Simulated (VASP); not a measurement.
Lu: single point with PBE

Lu:

```
CELL_PARAMETERS angstrom
1.71122 0.98798 8.34130
-1.71122 0.98798 8.34130
0.00000 -1.97595 8.34130
ATOMIC_POSITIONS crystal
Lu 0.00000 0.00000 0.00000
Lu 0.77831 0.77831 0.77831
Lu 0.22169 0.22169 0.22169
```

```json
{
  "Program": "VASP 6.6.1",
  "Task": "single point",
  "Functional": "PBE",
  "Potentials or basis": "VASP PAW PBE potentials, release 64 (Lu)",
  "Cutoff": "520 eV",
  "k mesh": "10 × 10 × 10",
  "Occupations": "fermi-dirac, width 0.05 eV",
  "Spin": "no spin polarisation",
  "Dipole correction": "no",
  "Further INCAR settings": "ALGO = Normal; EDIFF = 1e-06; NBANDS = 44"
}
```

* Pressure: 1.4 GPa
* Largest force: 0.026 eV/Å
* Band gap on the k mesh: zero (an odd number of electrons rules out a gap without spin polarisation)

Forces in eV/Å, atoms in the order of the input:
```
Lu   0.000  0.000  0.000
Lu   0.000  0.000 -0.026
Lu   0.000  0.000  0.026
```

Stress tensor (GPa, compression positive):
```
1.96 0.00 0.00
0.00 1.96 0.00
0.00 0.00 0.36
```

Levels at points of the mesh, in eV from the Fermi level:
| k point | band 34 | band 35 | band 36 | band 37 | band 38 | band 39 | band 40 | band 41 |
| --- | --- | --- | --- | --- | --- | --- | --- | --- |
| (0.00, 0.00, 0.00) | -4.80 | -3.60 | -3.57 | 0.52 | 0.63 | 2.12 | 2.12 | 2.32 |
| (0.50, 0.00, 0.00) | -2.49 | -1.98 | -1.67 | -0.57 | -0.41 | 0.07 | 1.13 | 1.57 |
| (0.50, 0.50, 0.00) | -2.40 | -2.10 | -1.66 | -0.81 | -0.20 | 0.15 | 1.46 | 1.65 |
| (0.50, 0.50, 0.50) | -4.81 | -4.80 | -2.61 | 0.46 | 1.54 | 1.62 | 2.13 | 2.13 |

Run time: 34 min on 1 thread of AMD EPYC 9R45 96-Core Processor (Zen 5) (shared host), peak memory 0.73 GiB.

Caveat: spin-orbit coupling is left out, which moves the levels of the heavy elements.
